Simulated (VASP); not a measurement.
A run of VASP 6.6.1 is set up as follows.

Contents of INCAR:

```
ALGO = Normal
EDIFF = 1E-7
ENCUT = 520
GGA = PE
ISIF = 2
ISMEAR = 0
LASPH = True
LCHARG = True
LELF = True
LREAL = False
LVHAR = True
LWAVE = False
NBANDS = 31
NELM = 80
PREC = Accurate
SIGMA = 0.02
```

The input KPOINTS:

```
k-points
0
Gamma
  6 6 8
```

File POSCAR:

```
HfO2
1.0
    4.5875472177      0.0000000000      0.0000000000
    0.0000000000      4.5875472177      0.0000000000
    0.0000000000      0.0000000000      3.3867096153
Hf O
2 4
Direct
    0.0000000000      0.0000000000      0.0000000000
    0.5000000000      0.5000000000      0.5000000000
    0.1905977551      0.8094022449      0.5000000000
    0.3094022449      0.3094022449      0.0000000000
    0.6905977551      0.6905977551      0.0000000000
    0.8094022449      0.1905977551      0.5000000000
```

Potentials or basis: VASP PAW PBE potentials, release 64 (Hf_pv, O).

The run is started by

```bash
$ cat potpaw_PBE.64/Hf_pv/POTCAR potpaw_PBE.64/O/POTCAR > POTCAR
$ mpirun -np 1 vasp_std > vasp.out
```

Question: Predict the largest force.

Answer: 0.010 eV/Å.

Question: What does it give for the pressure?

Answer: 12.9 GPa.

Question: Estimate the band gap on the k mesh.

Answer: 3.91 eV.

Forces on the atoms (eV/Å):
```
Hf   0.000  0.000  0.000
Hf   0.000  0.000  0.000
O   -0.007  0.007  0.000
O    0.007  0.007  0.000
O   -0.007 -0.007  0.000
O    0.007 -0.007  0.000
```

Caveat: the cell differs from its parent crystal (biaxial strain in the a-b plane: -6.0 %, then relaxed in part); the cell stands under pressure; spin-orbit coupling is left out, which moves the levels of the heavy elements. A k mesh can miss the band edges.
